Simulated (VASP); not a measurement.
# ZrC (Fm-3m) in VASP: a series of runs, part 2 of 2

VASP 6.6.1.

### 3 Single point, PBE+D3(BJ)

This run uses another cell than the first one, of 12.77 Å³/atom, 0.976 times its volume.

The input, INCAR:

```
SYSTEM = ZrC
ALGO     = Normal         ! electronic algorithm
EDIFF    = 1E-6           ! SCF threshold, eV
ENCUT    = 600            ! plane-wave cutoff, eV
GGA      = PE             ! functional
GGA_COMPAT= .FALSE.      
ISIF     = 2              ! what is computed and relaxed
ISMEAR   = 0              ! smearing method
IVDW     = 12             ! dispersion correction
LASPH    = .TRUE.         ! aspherical terms in the spheres
LCHARG   = .FALSE.        ! write CHGCAR
LREAL    = .FALSE.        ! projectors in reciprocal space
LWAVE    = .FALSE.        ! write WAVECAR
NBANDS   = 15             ! bands
NELM     = 120            ! most SCF steps
PREC     = Accurate       ! precision mode
SIGMA    = 0.1            ! smearing width, eV
```

The input, KPOINTS:

```
k-points
0
G
  6 6 6
  0 0 0
```

The input, POSCAR:

```
ZrC
1.0
    0.0000000000      2.3375918689      2.3375918689
    2.3375918689      0.0000000000      2.3375918689
    2.3375918689      2.3375918689      0.0000000000
Zr C
1 1
Direct
    0.0000000000      0.0000000000      0.0000000000
    0.5000000000      0.5000000000      0.5000000000
```

Potentials or basis: VASP PAW PBE potentials, release 64 (Zr_sv, C).

Launch:

```
> cat potpaw_PBE.64/Zr_sv/POTCAR potpaw_PBE.64/C/POTCAR > POTCAR
> mpirun -np 1 vasp_std > vasp.out
```

OUTCAR:

```text
SYSTEM = ZrC
   EDIFF = 1E-6
   ENCUT = 600
   GGA = PE
   ISIF = 2
   ISMEAR = 0
   IVDW = 12
   LASPH = .TRUE.
   LREAL = .FALSE.
   NELM = 120
   PREC = Accurate
 IVDW          = 12

 ion  position               nearest neighbor table
   1  0.000  0.000  0.000-   2 2.34   2 2.34   2 2.34   2 2.34   2 2.34   2 2.34
   2  0.500  0.500  0.500-   1 2.34   1 2.34   1 2.34   1 2.34   1 2.34   1 2.34

  LATTYP: Found a face centered cubic cell.
 ALAT       =     4.6751837378

  Lattice vectors:

 A1 = (   0.0000000000,   2.3375918689,   2.3375918689)
 A2 = (   2.3375918689,   0.0000000000,   2.3375918689)
 A3 = (   2.3375918689,   2.3375918689,   0.0000000000)

Analysis of symmetry for initial positions (statically):
=====================================================================
 Subroutine PRICEL returns:
 Original cell was already a primitive cell.

 Routine SETGRP: Setting up the symmetry group for a
 face centered cubic supercell.

 Subroutine GETGRP returns: Found 48 space group operations
 (whereof 48 operations were pure point group operations)
 out of a pool of 48 trial point group operations.

The static configuration has the point symmetry O_h .

Analysis of symmetry for dynamics (positions and initial velocities):
=====================================================================
 Subroutine PRICEL returns:
 Original cell was already a primitive cell.

 Routine SETGRP: Setting up the symmetry group for a
 face centered cubic supercell.

 Subroutine GETGRP returns: Found 48 space group operations
 (whereof 48 operations were pure point group operations)
 out of a pool of 48 trial point group operations.

The dynamic configuration has the point symmetry O_h .

 Subroutine INISYM returns: Found 48 space group operations
 (whereof 48 operations are pure point group operations),
 and found     1 'primitive' translations

----------------------------------------------------------------------------------------

                                     Primitive cell

  volume of cell :      25.5468

  direct lattice vectors                    reciprocal lattice vectors
[... 112 lines left out ...]
  volume of cell :       25.55
 maximum number of plane-waves:       869
 NGX is ok and might be reduce to    28
   NGX = 13   NGY = 13   NGZ = 13

 number of electron      16.0000000 magnetization

 Free energy of the ion-electron system (eV)
  ---------------------------------------------------
  ext. energy  EPLUGINS =         0.00000000
  ---------------------------------------------------
  free energy    TOTEN  =       -19.44357282 eV

  energy without entropy =      -19.44309173  energy(sigma->0) =      -19.44333228

 E-fermi :   9.7373     XC(G=0): -12.2118

 val. band max:        9.5598991838   @ k =   0.1667   0.1667   0.0000
 cond. band min:       9.8869970598   @ k =   0.5000   0.5000   0.0000
 fundamental gap:      0.3270978761
 Fermi energy:         9.7372620123

 k-point     1 :       0.0000    0.0000    0.0000
  band No.  band energies     occupation
      1     -38.2484      2.00000
      2     -15.9479      2.00000
      3     -15.9479      2.00000
      4     -15.9479      2.00000
      5      -1.5547      2.00000
      6      10.7520      0.00000
      7      10.7520      0.00000
      8      10.7520      0.00000
      9      10.8971      0.00000
     10      10.8971      0.00000
     11      10.8971      0.00000
     12      12.6574      0.00000
     13      12.6574      0.00000
     14      17.3014      0.00000
[... 257 lines left out ...]
      2     -16.6066      2.00000
      3     -16.3695      2.00000
      4     -16.2664      2.00000
      5       0.1116      2.00000
      6       7.5197      2.00000
      7       7.5556      2.00000
      8       7.7080      2.00000
      9      11.6739      0.00000
     10      14.4753      0.00000
     11      15.5847      0.00000
     12      16.2052      0.00000
     13      17.6067      0.00000
     14      22.4553      0.00000
     15      22.4669      0.00000

------------------------ aborting loop because EDIFF is reached ----------------------------------------

 Edisp (eV)   -0.81298

 E8    (eV) :    -0.3760

  FORCE on cell =-STRESS in cart. coord.  units (eV):
  Direction    XX          YY          ZZ          XY          YZ          ZX
  --------------------------------------------------------------------------------------
  -------------------------------------------------------------------------------------
  Total      -0.00867    -0.00867    -0.00867     0.00000    -0.00000     0.00000
  in kB      -0.54371    -0.54371    -0.54371     0.00000    -0.00000     0.00000
  external pressure =       -0.54 kB  Pullay stress =        0.00 kB

 VOLUME and BASIS-vectors are now :
 -----------------------------------------------------------------------------
  energy-cutoff  :      600.00
  volume of cell :       25.55
      direct lattice vectors                 reciprocal lattice vectors
     0.000000000  2.337591869  2.337591869    -0.213895337  0.213895337  0.213895337
     2.337591869  0.000000000  2.337591869     0.213895337 -0.213895337  0.213895337
     2.337591869  2.337591869  0.000000000     0.213895337  0.213895337 -0.213895337

 POSITION                                       TOTAL-FORCE (eV/Angst)
 -----------------------------------------------------------------------------------
      0.00000      0.00000      0.00000        -0.000000     -0.000000     -0.000000
      2.33759      2.33759      2.33759         0.000000      0.000000      0.000000
 -----------------------------------------------------------------------------------
    total drift:                                0.000000      0.000000      0.000000

  FREE ENERGIE OF THE ION-ELECTRON SYSTEM (eV)
  ---------------------------------------------------
  free  energy   TOTEN  =       -20.2565511240 eV

  energy  without entropy=      -20.2560700347  energy(sigma->0) =      -20.25631058
```

OSZICAR:

```text
N       E                     dE             d eps       ncg     rms          rms(c)
DAV:   1     0.115151068434E+03    0.11515E+03   -0.95439E+03   480   0.121E+03
DAV:   2    -0.178669066261E+02   -0.13302E+03   -0.12454E+03   599   0.302E+02
DAV:   3    -0.227652890561E+02   -0.48984E+01   -0.48507E+01   710   0.515E+01
DAV:   4    -0.228893124949E+02   -0.12402E+00   -0.12395E+00   618   0.735E+00
DAV:   5    -0.228904578353E+02   -0.11453E-02   -0.11453E-02   642   0.587E-01    0.210E+01
DAV:   6    -0.195638629592E+02    0.33266E+01   -0.64249E+00   558   0.228E+01    0.740E+00
DAV:   7    -0.194578409973E+02    0.10602E+00   -0.54949E-01   537   0.589E+00    0.646E+00
DAV:   8    -0.194666606402E+02   -0.88196E-02   -0.25928E-01   593   0.436E+00    0.503E+00
DAV:   9    -0.194438422800E+02    0.22818E-01   -0.43055E-02   522   0.177E+00    0.590E-01
DAV:  10    -0.194435962298E+02    0.24605E-03   -0.28440E-03   624   0.470E-01    0.112E-01
DAV:  11    -0.194435772071E+02    0.19023E-04   -0.70803E-05   586   0.803E-02    0.517E-02
DAV:  12    -0.194435727239E+02    0.44831E-05   -0.41995E-06   558   0.197E-02    0.438E-03
DAV:  13    -0.194435728235E+02   -0.99523E-07   -0.85724E-08   338   0.321E-03
   1 F= -.20256551E+02 E0= -.20256311E+02  d E =-.481089E-03
```

It took 11 s on 1 thread of Intel Xeon 6975P-C, shared host; peak memory 0.16 GiB.

Results:

- Free energy: -20.2566 eV
- Pressure: -0.1 GPa
- Band gap on the k mesh: zero (band 8 reaches 10.75 eV, above the bottom of band 9 at 9.56 eV)
- Dispersion energy per atom: -0.406 eV

Levels at points of the mesh, in eV from the Fermi level:
```csv
k point,band 6,band 7,band 8,band 9,band 10,band 11
"(0.00, 0.00, 0.00)",1.01,1.01,1.01,1.16,1.16,1.16
"(0.50, 0.00, 0.00)",-5.29,-2.92,-2.92,4.65,4.65,5.50
"(0.50, 0.50, 0.00)",-1.96,-1.75,0.15,0.15,4.60,5.84
```

Caveat: the k points lie up to 0.39 Å⁻¹ apart; pairwise dispersion overbinds metals, which lowers pressure and volume.

### 4 Relaxation of cell and atoms, PBE+D3(BJ)

The input, INCAR:

```
SYSTEM = ZrC
PREC = Accurate
ENCUT = 600
EDIFF = 1E-7
ISMEAR = 0
SIGMA = 0.1
LREAL = .False.
LASPH = .True.
NELM = 120
ALGO = Normal
ISIF = 3
LWAVE = .False.
LCHARG = .False.
GGA = PE
IVDW = 12
IBRION = 2
NSW = 90
EDIFFG = -0.04
GGA_COMPAT = .False.
NELMIN = 4
```

The input, KPOINTS:

```
regular mesh
0
Gamma
  6 6 6
  0 0 0
```

The input, POSCAR:

```
ZrC
1.0
    0.0000000000      2.3564331500      2.3564331500
    2.3564331500      0.0000000000      2.3564331500
    2.3564331500      2.3564331500      0.0000000000
Zr C
1 1
Direct
    0.0000000000      0.0000000000      0.0000000000
    0.5000000000      0.5000000000      0.5000000000
```

Launch:

```
> cat potpaw_PBE.64/Zr_sv/POTCAR potpaw_PBE.64/C/POTCAR > POTCAR
> mpirun -np 1 vasp_std > vasp.out
```

Wall time 27 s (1 thread of Intel Xeon 6975P-C, shared host); peak memory 0.18 GiB.

The run converged. Its results:

```
Free energy                            : -20.2572 eV
Relaxed volume                         : 12.77 Å³/atom
Relaxed cell                           : a = 3.306 Å, b = 3.306 Å, c = 3.306 Å, α = 60.00°, β = 60.00°, γ = 60.00°
Space group after relaxing (to 0.05 Å) : Fm-3m (No. 225)
Energy gained by relaxing              : 5.4 meV/atom
Ionic steps                            : 3
Pressure after relaxing                : -0.1 GPa
Band gap on the k mesh                 : zero (band 8 reaches 10.75 eV, above the bottom of band 9 at 9.56 eV)
Dispersion energy per atom             : -0.406 eV
```

Step by step:
```csv
step,energy change (eV),largest force (eV/Å),pressure (GPa),volume (Å³)
1,0.0000,0.0000,-5.39,26.17
2,0.0198,0.0000,10.13,24.54
3,-0.0109,0.0000,-0.06,25.55
```

Final structure:
```cif
data_structure
_symmetry_space_group_name_H-M 'P 1'
_symmetry_Int_Tables_number 1
_cell_length_a 3.3058
_cell_length_b 3.3058
_cell_length_c 3.3058
_cell_angle_alpha 60.000
_cell_angle_beta 60.000
_cell_angle_gamma 60.000
_cell_volume 25.55
loop_
_atom_site_label
_atom_site_type_symbol
_atom_site_fract_x
_atom_site_fract_y
_atom_site_fract_z
_atom_site_occupancy
Zr1 Zr 0.00000 0.00000 0.00000 1
C1 C 0.50000 0.50000 0.50000 1
```

Levels at points of the mesh, in eV from the Fermi level:
| k point | band 4 | band 5 | band 6 | band 7 | band 8 | band 9 | band 10 | band 11 | band 12 |
| --- | --- | --- | --- | --- | --- | --- | --- | --- | --- |
| (0.00, 0.00, 0.00) | -25.69 | -11.29 | 1.01 | 1.01 | 1.01 | 1.16 | 1.16 | 1.16 | 2.92 |
| (0.50, 0.00, 0.00) | -25.77 | -8.14 | -5.29 | -2.92 | -2.92 | 4.65 | 4.65 | 5.50 | 6.67 |
| (0.50, 0.50, 0.00) | -25.98 | -10.14 | -1.96 | -1.75 | 0.15 | 0.15 | 4.60 | 5.84 | 5.84 |

Caveat: the k points lie up to 0.39 Å⁻¹ apart in the final cell; pairwise dispersion overbinds metals, which lowers pressure and volume.

### 5 The runs side by side

```csv
task,cell,gap on the mesh (eV),pressure (GPa)
single point,"a = 3.332 Å, angles 60.0°, 2 atoms",none,-5.4
single point,"a = 3.306 Å, angles 60.0°, 2 atoms",none,-0.1
relaxation of cell and atoms,"relaxed from a = 3.332 Å, angles 60.0°, 2 atoms",none,-0.1
```

Alike in all rows: level PBE+D3(BJ); potentials or basis VASP PAW PBE potentials, release 64 (Zr_sv, C); no spin polarisation; k mesh 6 × 6 × 6; cutoff (eV) 600; smearing gaussian 0.1 eV.

Caveats: all runs use coarse meshes; pairwise dispersion overbinds metals, which lowers pressure and volume.

Absolute energies hang on the potentials; compare differences alone.
